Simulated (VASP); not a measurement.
# Sb (I4/mmm) in VASP: notebook

Sb is run at these levels: PBEsol, LDA, BLYP; tasks: single point.

All numbers are computed with VASP 6.6.1; they aren't measurements. Logs are shortened: lines on timing, memory, paths and dates and some standing lists are left out, and cuts for length are marked.

### Step 1. The cell of the first run

The structure is tetragonal, space group I4/mmm (No. 139). Conventional cell: a = 3.153 Å, b = 3.153 Å, c = 5.424 Å, α = 90.00°, β = 90.00°, γ = 90.00°. Sb (site symmetry 4/mmm) has 12 Sb at 3.15 to 3.51 Å within 4.1 Å.

### Step 2. Single point, PBEsol

Contents of INCAR:

```
SYSTEM = Sb
PREC     = Accurate       ! precision mode
ENCUT    = 500            ! plane-wave cutoff, eV
EDIFF    = 1E-6           ! SCF threshold, eV
ISMEAR   = 1              ! smearing method
SIGMA    = 0.05           ! smearing width, eV
LREAL    = .False.        ! projectors in reciprocal space
LASPH    = .True.         ! aspherical terms in the spheres
NELM     = 120            ! most SCF steps
ALGO     = Normal         ! electronic algorithm
ISIF     = 2              ! what is computed and relaxed
LWAVE    = .False.        ! write WAVECAR
LCHARG   = .False.        ! write CHGCAR
GGA      = PS             ! functional
NBANDS   = 8              ! bands
GGA_COMPAT= .False.
```

Contents of KPOINTS:

```
regular mesh
0
Gamma
  11 11 11
  0 0 0
```

Contents of POSCAR:

```
Sb
1.0
   -1.5765401850      1.5765401850      2.7119384300
    1.5765401850     -1.5765401850      2.7119384300
    1.5765401850      1.5765401850     -2.7119384300
Sb
1
Direct
    0.0000000000      0.0000000000      0.0000000000
```

Potentials or basis: VASP PAW PBE potentials, release 64 (Sb).

On the command line:

```console
> cat potpaw_PBE.64/Sb/POTCAR > POTCAR
> mpirun -np 1 vasp_std > vasp.out
```

OUTCAR:

```text
SYSTEM = Sb
   PREC = Accurate
   ENCUT = 500
   EDIFF = 1E-6
   ISMEAR = 1
   LREAL = .False.
   LASPH = .True.
   NELM = 120
   ISIF = 2
   GGA = PS

 ion  position               nearest neighbor table
   1  0.000  0.000  0.000-

  LATTYP: Found a body centered tetragonal cell.
 ALAT       =     3.1530803700
 C/A-ratio  =     1.7201835106

  Lattice vectors:

 A1 = (  -1.5765401850,   1.5765401850,   2.7119384300)
 A2 = (   1.5765401850,  -1.5765401850,   2.7119384300)
 A3 = (   1.5765401850,   1.5765401850,  -2.7119384300)

Analysis of symmetry for initial positions (statically):
=====================================================================
 Subroutine PRICEL returns:
 Original cell was already a primitive cell.

 Routine SETGRP: Setting up the symmetry group for a
 body centered tetragonal supercell.

 Subroutine GETGRP returns: Found 16 space group operations
 (whereof 16 operations were pure point group operations)
 out of a pool of 16 trial point group operations.

The static configuration has the point symmetry D_4h.

Analysis of symmetry for dynamics (positions and initial velocities):
=====================================================================
 Subroutine PRICEL returns:
 Original cell was already a primitive cell.

 Routine SETGRP: Setting up the symmetry group for a
 body centered tetragonal supercell.

 Subroutine GETGRP returns: Found 16 space group operations
 (whereof 16 operations were pure point group operations)
 out of a pool of 16 trial point group operations.

The dynamic configuration has the point symmetry D_4h.

 Subroutine INISYM returns: Found 16 space group operations
 (whereof 16 operations are pure point group operations),
 and found     1 'primitive' translations

----------------------------------------------------------------------------------------

                                     Primitive cell

  volume of cell :      26.9619

  direct lattice vectors                    reciprocal lattice vectors
    -1.576540185  1.576540185  2.711938430     0.000000000  0.317150178  0.184369967
     1.576540185 -1.576540185  2.711938430     0.317150178  0.000000000  0.184369967
     1.576540185  1.576540185 -2.711938430     0.317150178  0.317150178  0.000000000

  length of vectors
     3.510778825  3.510778825  3.510778825     0.366846726  0.366846726  0.448518083

  position of ions in fractional coordinates (direct lattice)
     0.000000000  0.000000000  0.000000000

  ion indices of the primitive-cell ions
   primitive index   ion index
                 1           1

----------------------------------------------------------------------------------------

 KPOINTS: regular mesh

Automatic generation of k-mesh.
 Grid dimensions read from file:
 generate k-points for:   11   11   11

 Generating k-lattice:

  Cartesian coordinates                     Fractional coordinates (reciprocal lattice)
     0.000000000  0.028831834  0.016760906     0.090909091  0.000000000 -0.000000000
     0.028831834  0.000000000  0.016760906     0.000000000  0.090909091 -0.000000000
     0.028831834  0.028831834  0.000000000     0.000000000  0.000000000  0.090909091

  Length of vectors
     0.033349702  0.033349702  0.040774371

  Shift w.r.t. Gamma in fractional coordinates (k-lattice)
     0.000000000  0.000000000  0.000000000

 Subroutine IBZKPT returns following result:
 ===========================================

 Found    126 irreducible k-points:

 Following reciprocal coordinates:
            Coordinates               Weight
  0.000000  0.000000  0.000000      1.000000
  0.090909 -0.000000  0.000000      8.000000
  0.181818 -0.000000  0.000000      8.000000
  0.272727  0.000000  0.000000      8.000000
  0.363636 -0.000000  0.000000      8.000000
  0.454545  0.000000  0.000000      8.000000
[... 16 lines left out ...]
 -0.272727  0.181818  0.000000     16.000000
 -0.181818  0.181818  0.000000      4.000000
 [... further k-points ...]
   k-points           NKPTS =    126   k-points in BZ     NKDIM =    126   number of bands    NBANDS=      8
   number of dos      NEDOS =    301   number of ions     NIONS =      1
   total plane-waves  NPLWV =  21952
   dimension x,y,z NGX =    28 NGY =   28 NGZ =   28
   dimension x,y,z NGXF=    56 NGYF=   56 NGZF=   56
   ions per type =               1
   NGX,Y,Z   is equivalent  to a cutoff of  13.26, 13.26, 13.26 a.u.
   NGXF,Y,Z  is equivalent  to a cutoff of  26.52, 26.52, 26.52 a.u.
 SYSTEM =  Sb
   PREC   = accura    normal or accurate (medium, high low for compatibility)
   ISTART =      0    job   : 0-new  1-cont  2-samecut
   ICHARG =      2    charge: 1-file 2-atom 10-const
   ISPIN  =      1    spin polarized calculation?
   LNONCOLLINEAR =      F non collinear calculations
   LSORBIT =      F    spin-orbit coupling
   LASPH  =      T    aspherical Exc in radial PAW
   ENCUT  =  500.0 eV  36.75 Ry    6.06 a.u.   6.40  6.40  6.40*2*pi/ulx,y,z
   NELM   =    120;   NELMIN=  2; NELMDL= -5     # of ELM steps
   EDIFF  = 0.1E-05   stopping-criterion for ELM
   LREAL  =      F    real-space projection
   EDIFFG = 0.1E-04   stopping-criterion for IOM
   NSW    =      0    number of steps for IOM
   IBRION =     -1    ionic relax: 0-MD 1-quasi-New 2-CG
   NFREE  =      0    steps in history (QN), initial steepest desc. (CG)
   ISIF   =      2    stress and relaxation
   ISYM   =      2    0-nonsym 1-usesym 2-fastsym
   POTIM  = 0.5000    time-step for ionic-motion
   TEBEG  =    0.0;   TEEND  =   0.0 temperature during run
   PSTRESS=    0.0 pullay stress
   NELECT =       5.0000    total number of electrons
   NUPDOWN=      -1.0000    fix difference up-down
   EMIN   =  10.00;   EMAX   =-10.00  energy-range for DOS
   EFERMI =   0.00;   METHOD = LEGACY
   ISMEAR =     1;   SIGMA  =   0.05  broadening in eV -4-tet -1-fermi 0-gaus
   EFERMI_NEDOS =   21; number of points for ismear=-14 and -15
   IALGO  =     38    algorithm
   IMIX   =      4    mixing-type and parameters
     AMIX     =   0.40;   BMIX     =  1.00
     AMIX_MAG =   1.60;   BMIX_MAG =  1.00
  volume/ion in A,a.u.               =      26.96       181.95
  Fermi-wavevector in a.u.,A,eV,Ry     =   0.933573  1.764197 11.858269  0.871558
  Thomas-Fermi vector in A             =   2.060288
   LORBIT       =      0    0 simple, 1 ext, 2 COOP (PROOUT), +10 PAW based schemes
   GGA     = PS    functional components
   LHFCALC =     F    Hartree Fock is set to
   AEXX    =    0.0000 exact exchange contribution
   IVDW    =     0    specifies the selected vdW correction
   LEPSILON=     F    determine dielectric tensor
   LRPA    =     F    only Hartree local field effects (RPA)
 non-spin polarized calculation
 Methfessel and Paxton  Order N= 1 SIGMA  =   0.05
  energy-cutoff  :      500.00
  volume of cell :       26.96
 maximum number of plane-waves:       702
 NGX is ok and might be reduce to    28
   NGX = 13   NGY = 13   NGZ = 13

 number of electron       5.0000000 magnetization

 Free energy of the ion-electron system (eV)
  ---------------------------------------------------
  ext. energy  EPLUGINS =         0.00000000
  ---------------------------------------------------
  free energy    TOTEN  =        -4.30834878 eV

  energy without entropy =       -4.30829528  energy(sigma->0) =       -4.30833095

 E-fermi :   8.4117     XC(G=0): -10.3185

 val. band max:        8.3444202617   @ k =   0.1818   0.1818   0.0000
 cond. band min:       8.4316248015   @ k =  -0.3636  -0.4545   0.1818
 fundamental gap:      0.0872045398
 Fermi energy:         8.4116950682

 k-point     1 :       0.0000    0.0000    0.0000
  band No.  band energies     occupation
      1      -4.5972      2.00000
      2      13.0120      0.00000
      3      13.7881      0.00000
      4      13.7881      0.00000
      5      17.7663      0.00000
      6      19.0196      0.00000
      7      19.0296      0.00000
      8      19.1291      0.00000

 k-point     2 :       0.0909   -0.0000    0.0000
  band No.  band energies     occupation
      1      -4.4314      2.00000
      2      12.1436      0.00000
      3      12.8549      0.00000
      4      13.7531      0.00000
      5      17.4040      0.00000
      6      18.0939      0.00000
      7      19.0181      0.00000
      8      19.3966      0.00000

 k-point     3 :       0.1818   -0.0000    0.0000
  band No.  band energies     occupation
      1      -3.9370      2.00000
      2       9.6071      0.00000
      3      11.9659      0.00000
      4      13.6881      0.00000
      5      16.2206      0.00000
      6      17.8588      0.00000
      7      20.0891      0.00000
      8      20.1180      0.00000

 k-point     4 :       0.2727    0.0000    0.0000
  band No.  band energies     occupation
      1      -3.1285      2.00000
      2       6.9566      2.00000
      3      11.1358      0.00000
      4      13.6584      0.00000
      5      15.3574      0.00000
      6      17.7569      0.00000
      7      20.4055      0.00000
      8      21.2578      0.00000

 k-point     5 :       0.3636   -0.0000    0.0000
  band No.  band energies     occupation
      1      -2.0593      2.00000
      2       4.5859      2.00000
      3      10.5118      0.00000
      4      13.6836      0.00000
      5      14.7947      0.00000
      6      17.9209      0.00000
      7      19.6863      0.00000
      8      20.1023      0.00000
[... 177 lines left out ...]
 k-point    22 :      -0.3636    0.1818   -0.0000
  band No.  band energies     occupation
      1      -2.0011      2.00000
      2       6.1522      2.00000
      3       9.9164      0.00000
      4      11.0159      0.00000
      5      15.0484      0.00000
      6      16.7161      0.00000
      7      17.9989      0.00000
      8      22.4969      0.00000

 k-point    23 :      -0.2727    0.1818    0.0000
  band No.  band energies     occupation
      1      -2.9473      2.00000
      2       8.5290     -0.00449
      3      10.5817      0.00000
      4      11.2609      0.00000
      5      15.1638      0.00000
      6      16.7803      0.00000
      7      18.2891      0.00000
      8      21.3021      0.00000

 k-point    24 :      -0.1818    0.1818    0.0000
  band No.  band energies     occupation
      1      -3.6014      2.00000
      2      10.7221      0.00000
      3      11.0657      0.00000
      4      11.5010      0.00000
      5      15.2868      0.00000
      6      18.1208      0.00000
      7      18.6548      0.00000
      8      20.0685      0.00000

 [... further k-points ...]

------------------------ aborting loop because EDIFF is reached ----------------------------------------

  FORCE on cell =-STRESS in cart. coord.  units (eV):
  Direction    XX          YY          ZZ          XY          YZ          ZX
  --------------------------------------------------------------------------------------
  -------------------------------------------------------------------------------------
  Total       -0.1922531     -0.1922531     -0.2987040      0.0000000      0.0000000      0.0000000
  in kB      -11.4244194    -11.4244194    -17.7501356      0.0000000      0.0000000      0.0000000
  external PRESSURE =     -13.5329914 kB  Pullay stress =       0.0000000 kB

 VOLUME and BASIS-vectors are now :
 -----------------------------------------------------------------------------
  energy-cutoff  :      500.00
  volume of cell :       26.96
      direct lattice vectors                 reciprocal lattice vectors
    -1.576540185  1.576540185  2.711938430     0.000000000  0.317150178  0.184369967
     1.576540185 -1.576540185  2.711938430     0.317150178  0.000000000  0.184369967
     1.576540185  1.576540185 -2.711938430     0.317150178  0.317150178  0.000000000

 POSITION                                       TOTAL-FORCE (eV/Angst)
 -----------------------------------------------------------------------------------
      0.00000      0.00000      0.00000         0.000000      0.000000      0.000000
 -----------------------------------------------------------------------------------
    total drift:                                0.000000      0.000000      0.000000

  FREE ENERGIE OF THE ION-ELECTRON SYSTEM (eV)
  ---------------------------------------------------
  free  energy   TOTEN  =        -4.3083487783 eV

  energy  without entropy=       -4.3082952817  energy(sigma->0) =       -4.30833095
```

It took 16 s on 1 thread of AMD EPYC 7R13 (Zen 3), shared host; peak memory 0.14 GiB.

What came out:

| Quantity | Value |
| --- | --- |
| Free energy | -4.3083 eV |
| Pressure | -1.4 GPa |
| Band gap on the k mesh | zero (an odd number of electrons rules out a gap without spin polarisation) |

Levels at points of the mesh, in eV from the Fermi level:
```csv
k point,band 1,band 2,band 3,band 4,band 5,band 6
"(0.00, 0.00, 0.00)",-13.01,4.60,5.38,5.38,9.35,10.61
```

Caveat: the PAW data sets were made with another functional, which shifts forces and pressure a little; spin-orbit coupling is left out, which moves the levels of the heavy elements.

### Step 3. Single point, LDA

Contents of INCAR:

```
SYSTEM = Sb
PREC = Accurate
ENCUT = 500
EDIFF = 1E-6
ISMEAR = 1
SIGMA = 0.05
LREAL = .FALSE.
LASPH = .TRUE.
NELM = 120
ALGO = Normal
ISIF = 2
LWAVE = .FALSE.
LCHARG = .FALSE.
GGA = CA
NBANDS = 8
GGA_COMPAT = .FALSE.
```

Contents of KPOINTS:

```
Automatic mesh
0
G
  11 11 11
  0 0 0
```

POSCAR is that of step 2.

Potentials or basis: VASP PAW LDA potentials, release 64 (Sb).

On the command line:

```console
> cat potpaw_LDA.64/Sb/POTCAR > POTCAR
> mpirun -np 1 vasp_std > vasp.out
```

It took 16 s on 1 thread of AMD EPYC 7R13 (Zen 3), shared host; peak memory 0.13 GiB.

It converged, with:

```
Free energy            : -4.5406 eV
Pressure               : -2.5 GPa
Band gap on the k mesh : zero (an odd number of electrons rules out a gap without spin polarisation)
```

Levels at points of the mesh, in eV from the Fermi level:
| k point | band 1 | band 2 | band 3 | band 4 | band 5 | band 6 | band 7 |
| --- | --- | --- | --- | --- | --- | --- | --- |
| (0.00, 0.00, 0.00) | -13.02 | 4.50 | 5.29 | 5.29 | 9.11 | 10.39 | 10.47 |

Caveat: spin-orbit coupling is left out, which moves the levels of the heavy elements.

(Part 1 of 2 ends here.)
